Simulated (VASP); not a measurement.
Re:

```
Re
1.0
     2.76080    0.00000    0.00000
    -1.38040    2.39092    0.00000
     0.00000    0.00000    4.45820
Re
2
Direct
  0.66667 0.33333 0.75000
  0.33333 0.66667 0.25000
```

```yaml
Program: VASP 6.6.1
Task: relaxation of cell and atoms
Functional: PBEsol
Dispersion: D4
Potentials_or_basis: VASP PAW PBE potentials, release 64 (Re)
Cutoff: 600 eV
k_mesh: 11 × 11 × 6
Occupations: fermi-dirac, width 0.05 eV
Spin: no spin polarisation
```

At the start: pressure -8.2 GPa; volume 14.71 Å³/atom.

**Question.** How do energy, volume and symmetry change on relaxing?

**Answer.** Over 4 steps the energy falls by 8.0 meV/atom and the volume is 14.41 Å³/atom (-2.1 %); space group P6_3/mmc (No. 194, to 0.1 Å) before and after.

Step by step:
```tsv
step	energy change (eV)	largest force (eV/Å)	pressure (GPa)	volume (Å³)
1	0.0000	0.0000	-8.22	29.43
2	0.3073	0.0000	45.13	26.33
3	-0.0160	0.0000	-0.37	28.84
4	-0.0160	0.0000	-0.03	28.82
```

Final structure:
```xyz
2
Lattice="2.7417 0.0000 0.0000 -1.3708 2.3743 0.0000 0.0000 0.0000 4.4274" Properties=species:S:1:pos:R:3 pbc="T T T"
Re    1.3708    0.7914    3.3205
Re    0.0000    1.5829    1.1068
```

Caveat: the PAW data sets were made with another functional, which shifts forces and pressure a little.
